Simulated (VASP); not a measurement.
# C (Fd-3m) in VASP: notebook

C is run at these levels: PBE; tasks: single point.

All numbers are computed with VASP 6.6.1; they aren't measurements. Logs are shortened: lines on timing, memory, paths and dates and some standing lists are left out, and cuts for length are marked.

## (1) The cell of the first run

It takes space group Fd-3m (No. 227, cubic). Conventional cell: a = 3.567 Å, b = 3.567 Å, c = 3.567 Å, α = 90.00°, β = 90.00°, γ = 90.00°. C (site symmetry -43m) has 4 C at 1.54 Å within 2.1 Å.

## (2) Single point, PBE

INCAR reads:

```
SYSTEM = C
  PREC = Accurate
  ENCUT = 600
  EDIFF = 1E-6
  ISMEAR = -1
  SIGMA = 0.1
  LREAL = .FALSE.
  LASPH = .TRUE.
  NELM = 120
  ALGO = Normal
  ISIF = 2
  LWAVE = .FALSE.
  LCHARG = .FALSE.
  GGA = PE
  NBANDS = 11
  GGA_COMPAT = .FALSE.
```

KPOINTS reads:

```
regular mesh
0
G
  12 12 12
  0 0 0
```

POSCAR reads:

```
C
1.0
    0.0000000000      1.7834000000      1.7834000000
    1.7834000000      0.0000000000      1.7834000000
    1.7834000000      1.7834000000      0.0000000000
C
2
Direct
    0.5000000000      0.5000000000      0.5000000000
    0.7500000000      0.7500000000      0.7500000000
```

Potentials or basis: VASP PAW PBE potentials, release 64 (C).

Command:

```
> cat potpaw_PBE.64/C/POTCAR > POTCAR
> mpirun -np 1 vasp_std > vasp.out
```

OUTCAR:

```text
SYSTEM = C
   PREC = Accurate
   ENCUT = 600
   EDIFF = 1E-6
   ISMEAR = -1
   LREAL = .FALSE.
   LASPH = .TRUE.
   NELM = 120
   ISIF = 2
   GGA = PE

 ion  position               nearest neighbor table
   1  0.500  0.500  0.500-   2 1.54   2 1.54   2 1.54   2 1.54
   2  0.750  0.750  0.750-   1 1.54   1 1.54   1 1.54   1 1.54

  LATTYP: Found a face centered cubic cell.
 ALAT       =     3.5668000000

  Lattice vectors:

 A1 = (   0.0000000000,   1.7834000000,   1.7834000000)
 A2 = (   1.7834000000,   0.0000000000,   1.7834000000)
 A3 = (   1.7834000000,   1.7834000000,   0.0000000000)

Analysis of symmetry for initial positions (statically):
=====================================================================
 Subroutine PRICEL returns:
 Original cell was already a primitive cell.

 Routine SETGRP: Setting up the symmetry group for a
 face centered cubic supercell.

 Subroutine GETGRP returns: Found 48 space group operations
 (whereof 24 operations were pure point group operations)
 out of a pool of 48 trial point group operations.

The static configuration has the point symmetry T_d .
 The point group associated with its full space group is O_h .

Analysis of symmetry for dynamics (positions and initial velocities):
=====================================================================
 Subroutine PRICEL returns:
 Original cell was already a primitive cell.

 Routine SETGRP: Setting up the symmetry group for a
 face centered cubic supercell.

 Subroutine GETGRP returns: Found 48 space group operations
 (whereof 24 operations were pure point group operations)
 out of a pool of 48 trial point group operations.

The dynamic configuration has the point symmetry T_d .
 The point group associated with its full space group is O_h .

 Subroutine INISYM returns: Found 48 space group operations
 (whereof 24 operations are pure point group operations),
 and found     1 'primitive' translations

----------------------------------------------------------------------------------------

                                     Primitive cell

  volume of cell :      11.3443

  direct lattice vectors                    reciprocal lattice vectors
     0.000000000  1.783400000  1.783400000    -0.280363351  0.280363351  0.280363351
     1.783400000  0.000000000  1.783400000     0.280363351 -0.280363351  0.280363351
     1.783400000  1.783400000  0.000000000     0.280363351  0.280363351 -0.280363351

  length of vectors
     2.522108467  2.522108467  2.522108467     0.485603568  0.485603568  0.485603568

[... 87 lines left out ...]
   ISYM   =      2    0-nonsym 1-usesym 2-fastsym
   POTIM  = 0.5000    time-step for ionic-motion
   TEBEG  =    0.0;   TEEND  =   0.0 temperature during run
   PSTRESS=    0.0 pullay stress
   NELECT =       8.0000    total number of electrons
   NUPDOWN=      -1.0000    fix difference up-down
   EMIN   =  10.00;   EMAX   =-10.00  energy-range for DOS
   EFERMI =   0.00;   METHOD = LEGACY
   ISMEAR =    -1;   SIGMA  =   0.10  broadening in eV -4-tet -1-fermi 0-gaus
   EFERMI_NEDOS =   21; number of points for ismear=-14 and -15
   IALGO  =     38    algorithm
   IMIX   =      4    mixing-type and parameters
     AMIX     =   0.40;   BMIX     =  1.00
     AMIX_MAG =   1.60;   BMIX_MAG =  1.00
  volume/ion in A,a.u.               =       5.67        38.28
  Fermi-wavevector in a.u.,A,eV,Ry     =   1.457178  2.753668 28.890189  2.123369
  Thomas-Fermi vector in A             =   2.574010
   LORBIT       =      0    0 simple, 1 ext, 2 COOP (PROOUT), +10 PAW based schemes
   GGA     = PE    functional components
   LHFCALC =     F    Hartree Fock is set to
   AEXX    =    0.0000 exact exchange contribution
   IVDW    =     0    specifies the selected vdW correction
   LEPSILON=     F    determine dielectric tensor
   LRPA    =     F    only Hartree local field effects (RPA)
 non-spin polarized calculation
  energy-cutoff  :      600.00
  volume of cell :       11.34
 maximum number of plane-waves:       388
   NGX =  9   NGY =  9   NGZ =  9

 number of electron       7.9999999 magnetization

 Free energy of the ion-electron system (eV)
  ---------------------------------------------------
  ext. energy  EPLUGINS =         0.00000000
  ---------------------------------------------------
  free energy    TOTEN  =       -18.19009631 eV

  energy without entropy =      -18.19009631  energy(sigma->0) =      -18.19009631

 E-fermi :  11.6081     XC(G=0): -13.2505

 val. band max:        9.7277745080   @ k =   0.0000   0.0000   0.0000
 cond. band min:      13.8811443796   @ k =   0.3333   0.3333   0.0000
 fundamental gap:      4.1533698716
 Fermi energy:        11.6081199213

 k-point     1 :       0.0000    0.0000    0.0000
  band No.  band energies     occupation
      1     -11.7480      2.00000
      2       9.7278      2.00000
      3       9.7278      2.00000
      4       9.7278      2.00000
      5      15.3179      0.00000
      6      15.3179      0.00000
      7      15.3179      0.00000
      8      23.0579      0.00000
      9      29.0221      0.00000
     10      36.2634      0.00000
     11      36.2634      0.00000
[... 309 lines left out ...]
 k-point    24 :      -0.4167    0.1667    0.0000
  band No.  band energies     occupation
      1      -5.5662      2.00000
      2      -2.8003      2.00000
      3       4.2540      2.00000
      4       6.1403      2.00000
      5      17.2639      0.00000
      6      19.9574      0.00000
      7      20.9316      0.00000
      8      25.1654      0.00000
      9      29.1718      0.00000
     10      33.9135      0.00000
     11      34.2925      0.00000

 [... further k-points ...]

------------------------ aborting loop because EDIFF is reached ----------------------------------------

  FORCE on cell =-STRESS in cart. coord.  units (eV):
  Direction    XX          YY          ZZ          XY          YZ          ZX
  --------------------------------------------------------------------------------------
  -------------------------------------------------------------------------------------
  Total        0.1241826      0.1241826      0.1241826      0.0000000      0.0000000      0.0000000
  in kB       17.5386114     17.5386114     17.5386114      0.0000000      0.0000000      0.0000000
  external PRESSURE =      17.5386114 kB  Pullay stress =       0.0000000 kB

 VOLUME and BASIS-vectors are now :
 -----------------------------------------------------------------------------
  energy-cutoff  :      600.00
  volume of cell :       11.34
      direct lattice vectors                 reciprocal lattice vectors
     0.000000000  1.783400000  1.783400000    -0.280363351  0.280363351  0.280363351
     1.783400000  0.000000000  1.783400000     0.280363351 -0.280363351  0.280363351
     1.783400000  1.783400000  0.000000000     0.280363351  0.280363351 -0.280363351

 POSITION                                       TOTAL-FORCE (eV/Angst)
 -----------------------------------------------------------------------------------
      1.78340      1.78340      1.78340         0.000000      0.000000      0.000000
      2.67510      2.67510      2.67510        -0.000000     -0.000000     -0.000000
 -----------------------------------------------------------------------------------
    total drift:                                0.000000     -0.000000      0.000000

  FREE ENERGIE OF THE ION-ELECTRON SYSTEM (eV)
  ---------------------------------------------------
  free  energy   TOTEN  =       -18.1900963098 eV

  energy  without entropy=      -18.1900963097  energy(sigma->0) =      -18.19009631
```

It took 13 s on 1 thread of Intel Xeon 8259CL, shared host; peak memory 0.12 GiB.

What came out:

```yaml
Free_energy: -18.1901 eV
Pressure: 1.8 GPa
Band_gap_on_the_k_mesh: 4.15 eV (least direct gap 5.59 eV)
```

A k mesh can miss the band edges. As with any semilocal functional, this PBE gap is likely too small.

## (3) Single point, PBE

INCAR reads:

```
PREC     = Accurate       # precision mode
ENCUT    = 600            # plane-wave cutoff, eV
EDIFF    = 1E-6           # SCF threshold, eV
ISMEAR   = -1             # smearing method
SIGMA    = 0.1            # smearing width, eV
LREAL    = F              # projectors in reciprocal space
LASPH    = T              # aspherical terms in the spheres
NELM     = 120            # most SCF steps
ALGO     = Normal         # electronic algorithm
ISIF     = 2              # what is computed and relaxed
LWAVE    = F              # write WAVECAR
LCHARG   = F              # write CHGCAR
GGA      = PE             # functional
NBANDS   = 11             # bands
GGA_COMPAT= F
```

KPOINTS reads:

```
Automatic mesh
0
Gamma
  12 12 12
```

POSCAR is that of step 2.

Potentials or basis: VASP PAW PBE potentials, release 64 (C).

Command:

```
> cat potpaw_PBE.64/C/POTCAR > POTCAR
> mpirun -np 1 vasp_std > vasp.out
```

OUTCAR:

```text
PREC = Accurate
   ENCUT = 600
   EDIFF = 1E-6
   ISMEAR = -1
   LREAL = F
   LASPH = T
   NELM = 120
   ISIF = 2
   GGA = PE

 ion  position               nearest neighbor table
   1  0.500  0.500  0.500-   2 1.54   2 1.54   2 1.54   2 1.54
   2  0.750  0.750  0.750-   1 1.54   1 1.54   1 1.54   1 1.54

  LATTYP: Found a face centered cubic cell.
 ALAT       =     3.5668000000

  Lattice vectors:

 A1 = (   0.0000000000,   1.7834000000,   1.7834000000)
 A2 = (   1.7834000000,   0.0000000000,   1.7834000000)
 A3 = (   1.7834000000,   1.7834000000,   0.0000000000)

Analysis of symmetry for initial positions (statically):
=====================================================================
 Subroutine PRICEL returns:
 Original cell was already a primitive cell.

 Routine SETGRP: Setting up the symmetry group for a
 face centered cubic supercell.

 Subroutine GETGRP returns: Found 48 space group operations
 (whereof 24 operations were pure point group operations)
 out of a pool of 48 trial point group operations.

[... 164 lines left out ...]

 val. band max:        9.7277745080   @ k =   0.0000   0.0000   0.0000
 cond. band min:      13.8811443796   @ k =   0.3333   0.3333   0.0000
 fundamental gap:      4.1533698716
 Fermi energy:        11.6081199213

 k-point     1 :       0.0000    0.0000    0.0000
  band No.  band energies     occupation
      1     -11.7480      2.00000
      2       9.7278      2.00000
      3       9.7278      2.00000
      4       9.7278      2.00000
      5      15.3179      0.00000
      6      15.3179      0.00000
      7      15.3179      0.00000
      8      23.0579      0.00000
      9      29.0221      0.00000
     10      36.2634      0.00000
     11      36.2634      0.00000
[... 309 lines left out ...]
 k-point    24 :      -0.4167    0.1667    0.0000
  band No.  band energies     occupation
      1      -5.5662      2.00000
      2      -2.8003      2.00000
      3       4.2540      2.00000
      4       6.1403      2.00000
      5      17.2639      0.00000
      6      19.9574      0.00000
      7      20.9316      0.00000
      8      25.1654      0.00000
      9      29.1718      0.00000
     10      33.9135      0.00000
     11      34.2925      0.00000

 [... further k-points ...]
[... 5 lines left out ...]
  --------------------------------------------------------------------------------------
  -------------------------------------------------------------------------------------
  Total        0.1241826      0.1241826      0.1241826      0.0000000      0.0000000      0.0000000
  in kB       17.5386114     17.5386114     17.5386114      0.0000000      0.0000000      0.0000000
  external PRESSURE =      17.5386114 kB  Pullay stress =       0.0000000 kB

 VOLUME and BASIS-vectors are now :
 -----------------------------------------------------------------------------
  energy-cutoff  :      600.00
  volume of cell :       11.34
      direct lattice vectors                 reciprocal lattice vectors
     0.000000000  1.783400000  1.783400000    -0.280363351  0.280363351  0.280363351
     1.783400000  0.000000000  1.783400000     0.280363351 -0.280363351  0.280363351
     1.783400000  1.783400000  0.000000000     0.280363351  0.280363351 -0.280363351

 POSITION                                       TOTAL-FORCE (eV/Angst)
 -----------------------------------------------------------------------------------
      1.78340      1.78340      1.78340         0.000000      0.000000      0.000000
      2.67510      2.67510      2.67510        -0.000000     -0.000000     -0.000000
 -----------------------------------------------------------------------------------
    total drift:                                0.000000     -0.000000      0.000000

  FREE ENERGIE OF THE ION-ELECTRON SYSTEM (eV)
  ---------------------------------------------------
  free  energy   TOTEN  =       -18.1900963098 eV

  energy  without entropy=      -18.1900963097  energy(sigma->0) =      -18.19009631
```

stdout:

```text
POSCAR found type information on POSCAR C
 POSCAR found :  1 types and       2 ions
 scaLAPACK will be used
 LDA part: xc-table for (Slater+PW92), standard interpolation
 POSCAR, INCAR and KPOINTS ok, starting setup
 FFT: planning ... GRIDC
 FFT: planning ... GRID_SOFT
 FFT: planning ... GRID
 WAVECAR not read
 entering main loop
```

Run time: 14 s. Hardware: 1 thread of Intel Xeon 8259CL, shared host; peak memory 0.12 GiB.

Results:

| Item | Value |
| --- | --- |
| Free energy | -18.1901 eV |
| Pressure | 1.8 GPa |
| Band gap on the k mesh | 4.15 eV (least direct gap 5.59 eV) |

Levels at points of the mesh, in eV from the valence-band top:
| k point | band 1 | band 2 | band 3 | band 4 | band 5 | band 6 | band 7 | band 8 |
| --- | --- | --- | --- | --- | --- | --- | --- | --- |
| (0.00, 0.00, 0.00) | -21.48 | 0.00 | 0.00 | 0.00 | 5.59 | 5.59 | 5.59 | 13.33 |
| (0.50, 0.00, 0.00) | -15.70 | -13.37 | -2.80 | -2.80 | 8.46 | 8.46 | 8.85 | 15.70 |
| (0.50, 0.50, 0.00) | -12.76 | -12.76 | -6.30 | -6.30 | 4.76 | 4.76 | 16.80 | 16.80 |

A k mesh can miss the band edges. PBE gaps usually lie below the measured ones, often by a third to a half.
